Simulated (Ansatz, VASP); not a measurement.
**C in VASP and in Ansatz**

```xyz
2
Lattice="1.2280 0.7090 3.3470 -1.2280 0.7090 3.3470 0.0000 -1.4180 3.3470" Properties=species:S:1:pos:R:3 pbc="T T T"
C     0.0000    0.0000    1.6467
C     0.0000    0.0000    8.3943
```

Alike in both runs: task electric field gradients; functional PBE; k mesh 17 × 17 × 17; occupations fermi-dirac, width 0.03 eV; no spin polarisation.

|  | VASP | Ansatz |
| --- | --- | --- |
| version | VASP 6.6.1 | Ansatz 0.2.0 |
| potentials or method | VASP PAW PBE potentials, release 64 (C), cutoff 520 eV | all-electron PAW with datasets made for the crystal, scalar-relativistic |

VASP gave:

```
pressure (GPa)                                                : 4.8
traceless stress, the component that is largest in VASP (GPa) : -1.74
rms of the force components (eV/Å)                            : 0.502
size of Vzz on the site where it differs most (V/Å²)          : 31.3
```

Question: Which values does Ansatz return?

Answer: Pressure (GPa): 4.3; traceless stress, the component that is largest in VASP (GPa): -1.13; rms of the force components (eV/Å): 0.504; size of Vzz on the site where it differs most (V/Å²): 26.1.

Atom by atom the forces differ by 0.003 eV/Å (rms over components). Ansatz ran all-electron here, and VASP with PAW potentials.
